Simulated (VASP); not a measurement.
# Tc (P6_3/mmc) in VASP: a series of runs, part 2 of 2

VASP 6.6.1.

**4. Single point, LDA (14.44 Å³/atom)**

This run uses another cell than the first one, of 14.44 Å³/atom.

Input file INCAR:

```
PREC = Accurate
ENCUT = 520
EDIFF = 1E-7
ISMEAR = -1
SIGMA = 0.08
LREAL = False
LASPH = True
NELM = 80
ALGO = Normal
ISIF = 2
LWAVE = False
LCHARG = False
GGA = CA
NBANDS = 20
```

Input file KPOINTS:

```
regular mesh
0
Gamma
  17 17 9
```

Input file POSCAR:

```
Tc
1.0
    2.7491032279      0.0000000000      0.0000000000
   -1.3745516139      2.3807932330      0.0000000000
    0.0000000000      0.0000000000      4.4126114030
Tc
2
Direct
    0.3333333333      0.6666666667      0.2500000000
    0.6666666667      0.3333333333      0.7500000000
```

Potentials or basis: VASP PAW LDA potentials, release 64 (Tc_pv).

Command:

```bash
$ cat potpaw_LDA.64/Tc_pv/POTCAR > POTCAR
$ mpirun -np 1 vasp_std > vasp.out
```

OUTCAR:

```text
PREC = Accurate
   ENCUT = 520
   EDIFF = 1E-7
   ISMEAR = -1
   LREAL = False
   LASPH = True
   NELM = 80
   ISIF = 2
   GGA = CA

 ion  position               nearest neighbor table
   1  0.333  0.667  0.250-   2 2.72   2 2.72   2 2.72   2 2.72   2 2.72   2 2.72
   2  0.667  0.333  0.750-   1 2.72   1 2.72   1 2.72   1 2.72   1 2.72   1 2.72

  LATTYP: Found a hexagonal cell.
 ALAT       =     2.7491032279
 C/A-ratio  =     1.6051093892

  Lattice vectors:

 A1 = (   2.7491032279,   0.0000000000,   0.0000000000)
 A2 = (  -1.3745516139,   2.3807932330,   0.0000000000)
 A3 = (   0.0000000000,   0.0000000000,   4.4126114030)

Analysis of symmetry for initial positions (statically):
=====================================================================
 Subroutine PRICEL returns:
 Original cell was already a primitive cell.

 Routine SETGRP: Setting up the symmetry group for a
 hexagonal supercell.

 Subroutine GETGRP returns: Found 24 space group operations
[... 153 lines left out ...]
 maximum number of plane-waves:       788
   NGX = 11   NGY = 11   NGZ = 17

 number of electron      25.9999995 magnetization

 Free energy of the ion-electron system (eV)
  ---------------------------------------------------
  ext. energy  EPLUGINS =         0.00000000
  ---------------------------------------------------
  free energy    TOTEN  =       -23.42985003 eV

  energy without entropy =      -23.38756887  energy(sigma->0) =      -23.40870945

 E-fermi :  12.3395     XC(G=0): -13.9732

 val. band max:       12.3372996630   @ k =   0.3529   0.0588   0.4444
 cond. band min:      12.3424148832   @ k =   0.4706   0.0588   0.1111
 fundamental gap:      0.0051152202
 Fermi energy:        12.3395461207

 k-point     1 :       0.0000    0.0000    0.0000
  band No.  band energies     occupation
      1     -26.9014      2.00000
      2     -25.8089      2.00000
      3     -25.8089      2.00000
      4     -25.6257      2.00000
      5     -25.6257      2.00000
      6     -25.5899      2.00000
[... 541 lines left out ...]
     19      22.8294      0.00000
     20      26.2852      0.00000

 [... further k-points ...]
[... 5 lines left out ...]
  --------------------------------------------------------------------------------------
  -------------------------------------------------------------------------------------
  Total       -2.5009586     -2.5009586     -2.8158193     -0.0000000      0.0000000      0.0000000
  in kB     -138.7422311   -138.7422311   -156.2093216     -0.0000000      0.0000000      0.0000000
  external PRESSURE =    -144.5645946 kB  Pullay stress =       0.0000000 kB

 VOLUME and BASIS-vectors are now :
 -----------------------------------------------------------------------------
  energy-cutoff  :      520.00
  volume of cell :       28.88
      direct lattice vectors                 reciprocal lattice vectors
     2.749103228  0.000000000  0.000000000     0.363754984  0.210014038  0.000000000
    -1.374551614  2.380793233  0.000000000     0.000000000  0.420028076  0.000000000
     0.000000000  0.000000000  4.412611403     0.000000000  0.000000000  0.226623174

 POSITION                                       TOTAL-FORCE (eV/Angst)
 -----------------------------------------------------------------------------------
     -0.00000      1.58720      1.10315        -0.000000      0.000000      0.000000
      1.37455      0.79360      3.30946         0.000000     -0.000000      0.000000
 -----------------------------------------------------------------------------------
    total drift:                               -0.000000      0.000000     -0.000000

  FREE ENERGIE OF THE ION-ELECTRON SYSTEM (eV)
  ---------------------------------------------------
  free  energy   TOTEN  =       -23.4298500287 eV

  energy  without entropy=      -23.3875688667  energy(sigma->0) =      -23.40870945
```

OSZICAR:

```text
N       E                     dE             d eps       ncg     rms          rms(c)
DAV:   1     0.309276001363E+03    0.30928E+03   -0.16413E+04  6648   0.137E+03
DAV:   2    -0.174337162116E+02   -0.32671E+03   -0.31988E+03  7004   0.409E+02
DAV:   3    -0.249919497600E+02   -0.75582E+01   -0.75157E+01  7548   0.733E+01
DAV:   4    -0.250379465506E+02   -0.45997E-01   -0.45992E-01  7280   0.629E+00
DAV:   5    -0.250383928017E+02   -0.44625E-03   -0.44625E-03  7488   0.603E-01    0.202E+01
DAV:   6    -0.235987015835E+02    0.14397E+01   -0.28039E+00  7276   0.156E+01    0.590E+00
DAV:   7    -0.234429166132E+02    0.15578E+00   -0.37253E-01  7516   0.528E+00    0.863E-01
DAV:   8    -0.234297959311E+02    0.13121E-01   -0.96564E-03  6776   0.100E+00    0.131E-01
DAV:   9    -0.234298366834E+02   -0.40752E-04   -0.15362E-04  7632   0.104E-01    0.322E-02
DAV:  10    -0.234298500875E+02   -0.13404E-04   -0.16120E-05  7236   0.311E-02    0.770E-03
DAV:  11    -0.234298500287E+02    0.58844E-07   -0.77086E-07  7540   0.790E-03
   1 F= -.23429850E+02 E0= -.23408709E+02  d E =-.422812E-01
```

stdout:

```text
POSCAR found type information on POSCAR Tc
 POSCAR found :  1 types and       2 ions
 scaLAPACK will be used
 LDA part: xc-table for (Slater(with rela. corr.)+CA(PZ))
 , standard interpolation
 POSCAR, INCAR and KPOINTS ok, starting setup
 FFT: planning ... GRIDC
 FFT: planning ... GRID_SOFT
 FFT: planning ... GRID
 WAVECAR not read
 entering main loop
```

Wall time 55 s (1 thread of Intel Xeon 8259CL, shared host); peak memory 0.19 GiB.

What came out:

* Free energy: -23.4299 eV
* Pressure: -14.5 GPa
* Band gap on the k mesh: zero (bands 13 and 14 overlap by 3.01 eV)

Caveat: the cell stands under tension.

**5. Single point, LDA (zz strain of +1 %)**

Input file INCAR:

```
SYSTEM = Tc
ALGO = Normal
EDIFF = 1E-7
ENCUT = 520
ISIF = 2
ISMEAR = -1
LASPH = .TRUE.
LCHARG = .FALSE.
LREAL = .FALSE.
LWAVE = .FALSE.
NBANDS = 20
NELM = 100
PREC = Accurate
SIGMA = 0.08
```

Input file KPOINTS:

```
k-points
0
G
  17 17 9
  0 0 0
```

Input file POSCAR:

```
Tc
1.0
    2.7400001704      0.0000000000      0.0000000000
   -1.3700000852      2.3729097540      0.0000000000
    0.0000000000      0.0000000000      4.4419800000
Tc
2
Direct
    0.3333333333      0.6666666667      0.2500000000
    0.6666666667      0.3333333333      0.7500000000
```

Potentials or basis: VASP PAW LDA potentials, release 64 (Tc_pv).

Command:

```bash
$ cat potpaw_LDA.64/Tc_pv/POTCAR > POTCAR
$ mpirun -np 1 vasp_std > vasp.out
```

OUTCAR:

```text
SYSTEM = Tc
   EDIFF = 1E-7
   ENCUT = 520
   ISIF = 2
   ISMEAR = -1
   LASPH = .TRUE.
   LREAL = .FALSE.
   NELM = 100
   PREC = Accurate

 ion  position               nearest neighbor table
   1  0.333  0.667  0.250-   2 2.73   2 2.73   2 2.73   2 2.73   2 2.73   2 2.73
   2  0.667  0.333  0.750-   1 2.73   1 2.73   1 2.73   1 2.73   1 2.73   1 2.73

  LATTYP: Found a hexagonal cell.
 ALAT       =     2.7400001704
 C/A-ratio  =     1.6211604831

  Lattice vectors:

 A1 = (   2.7400001704,   0.0000000000,   0.0000000000)
 A2 = (  -1.3700000852,   2.3729097540,   0.0000000000)
 A3 = (   0.0000000000,   0.0000000000,   4.4419800000)

Analysis of symmetry for initial positions (statically):
=====================================================================
 Subroutine PRICEL returns:
 Original cell was already a primitive cell.

 Routine SETGRP: Setting up the symmetry group for a
 hexagonal supercell.

 Subroutine GETGRP returns: Found 24 space group operations
 (whereof 12 operations were pure point group operations)
 out of a pool of 24 trial point group operations.

The static configuration has the point symmetry D_3d.
 The point group associated with its full space group is D_6h.

Analysis of symmetry for dynamics (positions and initial velocities):
=====================================================================
 Subroutine PRICEL returns:
 Original cell was already a primitive cell.

 Routine SETGRP: Setting up the symmetry group for a
 hexagonal supercell.

 Subroutine GETGRP returns: Found 24 space group operations
 (whereof 12 operations were pure point group operations)
 out of a pool of 24 trial point group operations.

The dynamic configuration has the point symmetry D_3d.
 The point group associated with its full space group is D_6h.

 Subroutine INISYM returns: Found 24 space group operations
 (whereof 12 operations are pure point group operations),
 and found     1 'primitive' translations

----------------------------------------------------------------------------------------

                                     Primitive cell

  volume of cell :      28.8807

  direct lattice vectors                    reciprocal lattice vectors
     2.740000170  0.000000000  0.000000000     0.364963481  0.210711764  0.000000000
    -1.370000085  2.372909754  0.000000000     0.000000000  0.421423528  0.000000000
     0.000000000  0.000000000  4.441980000     0.000000000  0.000000000  0.225124832

  length of vectors
     2.740000170  2.740000170  4.441980000     0.421423528  0.421423528  0.225124832

  position of ions in fractional coordinates (direct lattice)
     0.333333333  0.666666667  0.250000000
     0.666666667  0.333333333  0.750000000

  ion indices of the primitive-cell ions
   primitive index   ion index
                 1           1
                 2           2

----------------------------------------------------------------------------------------

 KPOINTS: k-points

Automatic generation of k-mesh.
 Grid dimensions read from file:
 generate k-points for:   17   17    9

 Generating k-lattice:

  Cartesian coordinates                     Fractional coordinates (reciprocal lattice)
     0.021468440  0.012394810  0.000000000     0.058823529  0.000000000  0.000000000
     0.000000000  0.024789619  0.000000000     0.000000000  0.058823529  0.000000000
     0.000000000  0.000000000  0.025013870     0.000000000  0.000000000  0.111111111

  Length of vectors
     0.024789619  0.024789619  0.025013870

  Shift w.r.t. Gamma in fractional coordinates (k-lattice)
     0.000000000  0.000000000  0.000000000

 Subroutine IBZKPT returns following result:
 ===========================================

 Found    165 irreducible k-points:

 Following reciprocal coordinates:
            Coordinates               Weight
  0.000000  0.000000  0.000000      1.000000
  0.058824 -0.000000  0.000000      6.000000
  0.117647  0.000000  0.000000      6.000000
  0.176471  0.000000  0.000000      6.000000
  0.235294  0.000000  0.000000      6.000000
  0.294118 -0.000000  0.000000      6.000000
[... 16 lines left out ...]
  0.411765  0.117647  0.000000     12.000000
  0.176471  0.176471  0.000000      6.000000
 [... further k-points ...]
   k-points           NKPTS =    165   k-points in BZ     NKDIM =    165   number of bands    NBANDS=     20
   number of dos      NEDOS =    301   number of ions     NIONS =      2
   total plane-waves  NPLWV =  14400
   dimension x,y,z NGX =    20 NGY =   20 NGZ =   36
   dimension x,y,z NGXF=    40 NGYF=   40 NGZF=   72
   ions per type =               2
   NGX,Y,Z   is equivalent  to a cutoff of  12.13, 12.13, 13.47 a.u.
   NGXF,Y,Z  is equivalent  to a cutoff of  24.27, 24.27, 26.95 a.u.
 SYSTEM =  Tc
   PREC   = accura    normal or accurate (medium, high low for compatibility)
   ISTART =      0    job   : 0-new  1-cont  2-samecut
   ICHARG =      2    charge: 1-file 2-atom 10-const
   ISPIN  =      1    spin polarized calculation?
   LNONCOLLINEAR =      F non collinear calculations
   LSORBIT =      F    spin-orbit coupling
   LASPH  =      T    aspherical Exc in radial PAW
   ENCUT  =  520.0 eV  38.22 Ry    6.18 a.u.   5.09  5.09  8.26*2*pi/ulx,y,z
   NELM   =    100;   NELMIN=  2; NELMDL= -5     # of ELM steps
   EDIFF  = 0.1E-06   stopping-criterion for ELM
   LREAL  =      F    real-space projection
   EDIFFG = 0.1E-05   stopping-criterion for IOM
   NSW    =      0    number of steps for IOM
   IBRION =     -1    ionic relax: 0-MD 1-quasi-New 2-CG
   NFREE  =      0    steps in history (QN), initial steepest desc. (CG)
   ISIF   =      2    stress and relaxation
   ISYM   =      2    0-nonsym 1-usesym 2-fastsym
   POTIM  = 0.5000    time-step for ionic-motion
   TEBEG  =    0.0;   TEEND  =   0.0 temperature during run
   PSTRESS=    0.0 pullay stress
   NELECT =      26.0000    total number of electrons
   NUPDOWN=      -1.0000    fix difference up-down
   EMIN   =  10.00;   EMAX   =-10.00  energy-range for DOS
   EFERMI =   0.00;   METHOD = LEGACY
   ISMEAR =    -1;   SIGMA  =   0.08  broadening in eV -4-tet -1-fermi 0-gaus
   EFERMI_NEDOS =   21; number of points for ismear=-14 and -15
   IALGO  =     38    algorithm
   IMIX   =      4    mixing-type and parameters
     AMIX     =   0.40;   BMIX     =  1.00
     AMIX_MAG =   1.60;   BMIX_MAG =  1.00
  volume/ion in A,a.u.               =      14.44        97.45
  Fermi-wavevector in a.u.,A,eV,Ry     =   1.580750  2.987184 33.997830  2.498770
  Thomas-Fermi vector in A             =   2.680930
   LORBIT       =      0    0 simple, 1 ext, 2 COOP (PROOUT), +10 PAW based schemes
   GGA     = CA    functional components
   LHFCALC =     F    Hartree Fock is set to
   AEXX    =    0.0000 exact exchange contribution
   IVDW    =     0    specifies the selected vdW correction
   LEPSILON=     F    determine dielectric tensor
   LRPA    =     F    only Hartree local field effects (RPA)
 non-spin polarized calculation
  energy-cutoff  :      520.00
  volume of cell :       28.88
 maximum number of plane-waves:       789
   NGX = 11   NGY = 11   NGZ = 17

 number of electron      25.9999996 magnetization

 Free energy of the ion-electron system (eV)
  ---------------------------------------------------
  ext. energy  EPLUGINS =         0.00000000
  ---------------------------------------------------
  free energy    TOTEN  =       -23.42587057 eV

  energy without entropy =      -23.38406457  energy(sigma->0) =      -23.40496757

 E-fermi :  12.3466     XC(G=0): -13.9738

 val. band max:       12.3429842111   @ k =   0.0588  -0.0000   0.1111
 cond. band min:      12.3479689324   @ k =   0.2353   0.0588   0.4444
 fundamental gap:      0.0049847213
 Fermi energy:        12.3465721732

 k-point     1 :       0.0000    0.0000    0.0000
  band No.  band energies     occupation
      1     -26.8929      2.00000
      2     -25.7930      2.00000
      3     -25.7930      2.00000
      4     -25.6193      2.00000
      5     -25.6193      2.00000
      6     -25.6092      2.00000
[... 12 lines left out ...]
     19      23.1272      0.00000
     20      26.7216      0.00000

 k-point     2 :       0.0588   -0.0000    0.0000
  band No.  band energies     occupation
      1     -26.8789      2.00000
      2     -25.8258      2.00000
      3     -25.8035      2.00000
      4     -25.6532      2.00000
      5     -25.6240      2.00000
      6     -25.6146      2.00000
[... 498 lines left out ...]
 k-point    24 :       0.1765    0.1765    0.0000
  band No.  band energies     occupation
      1     -26.5694      2.00000
      2     -26.3276      2.00000
      3     -26.3180      2.00000
      4     -25.9769      2.00000
      5     -25.8076      2.00000
      6     -25.7612      2.00000
[... 12 lines left out ...]
     19      22.7135      0.00000
     20      26.3750      0.00000

 [... further k-points ...]
[... 5 lines left out ...]
  --------------------------------------------------------------------------------------
  -------------------------------------------------------------------------------------
  Total       -2.3075265     -2.3075265     -3.1969435      0.0000000      0.0000000     -0.0000000
  in kB     -128.0114658   -128.0114658   -177.3524232      0.0000000      0.0000000     -0.0000000
  external PRESSURE =    -144.4584516 kB  Pullay stress =       0.0000000 kB

 VOLUME and BASIS-vectors are now :
 -----------------------------------------------------------------------------
  energy-cutoff  :      520.00
  volume of cell :       28.88
      direct lattice vectors                 reciprocal lattice vectors
     2.740000170  0.000000000  0.000000000     0.364963481  0.210711764  0.000000000
    -1.370000085  2.372909754  0.000000000     0.000000000  0.421423528  0.000000000
     0.000000000  0.000000000  4.441980000     0.000000000  0.000000000  0.225124832

 POSITION                                       TOTAL-FORCE (eV/Angst)
 -----------------------------------------------------------------------------------
     -0.00000      1.58194      1.11050         0.000000      0.000000      0.000000
      1.37000      0.79097      3.33148         0.000000     -0.000000      0.000000
 -----------------------------------------------------------------------------------
    total drift:                               -0.000000      0.000000     -0.000000

  FREE ENERGIE OF THE ION-ELECTRON SYSTEM (eV)
  ---------------------------------------------------
  free  energy   TOTEN  =       -23.4258705707 eV

  energy  without entropy=      -23.3840645669  energy(sigma->0) =      -23.40496757
```

stdout:

```text
POSCAR found type information on POSCAR Tc
 POSCAR found :  1 types and       2 ions
 scaLAPACK will be used
 LDA part: xc-table for (Slater(with rela. corr.)+CA(PZ))
 , standard interpolation
 POSCAR, INCAR and KPOINTS ok, starting setup
 FFT: planning ... GRIDC
 FFT: planning ... GRID_SOFT
 FFT: planning ... GRID
 WAVECAR not read
 entering main loop
```

It took 64 s on 1 thread of Intel Xeon 8259CL, shared host; peak memory 0.18 GiB.

Results:

| Quantity | Value |
| --- | --- |
| Free energy | -23.4259 eV |
| Pressure | -14.4 GPa |
| Band gap on the k mesh | zero (bands 13 and 14 overlap by 2.99 eV) |

Stress tensor (GPa, compression positive):
```
-12.80   0.00   0.00
  0.00 -12.80   0.00
  0.00   0.00 -17.74
```

Caveat: the cell differs from its parent crystal (zz strain of +1 %); the cell stands under tension.

**6. Summary**

| cell | gap on the mesh (eV) | pressure (GPa) |
| --- | --- | --- |
| a = 2.740, b = 2.740, c = 4.354 Å, angles 90.0, 90.0, 120.0°, 2 atoms | none | -8.6 |
| a = 2.740, b = 2.740, c = 4.398 Å, angles 90.0, 90.0, 120.0°, 2 atoms | none | -11.6 |
| a = 2.749, b = 2.749, c = 4.413 Å, angles 90.0, 90.0, 120.0°, 2 atoms | none | -14.5 |
| a = 2.740, b = 2.740, c = 4.442 Å, angles 90.0, 90.0, 120.0°, 2 atoms | none | -14.4 |

Alike in all rows: task single point; level LDA; potentials or basis VASP PAW LDA potentials, release 64 (Tc_pv); no spin polarisation; k mesh 17 × 17 × 9; cutoff (eV) 520; smearing fermi-dirac 0.08 eV.

Caveats: the cell stands under tension.

Total energies depend on the potentials used, so only differences within one code and one set of settings carry meaning.

The gap in the log of VASP goes by the Fermi energy; the results here count the filled bands.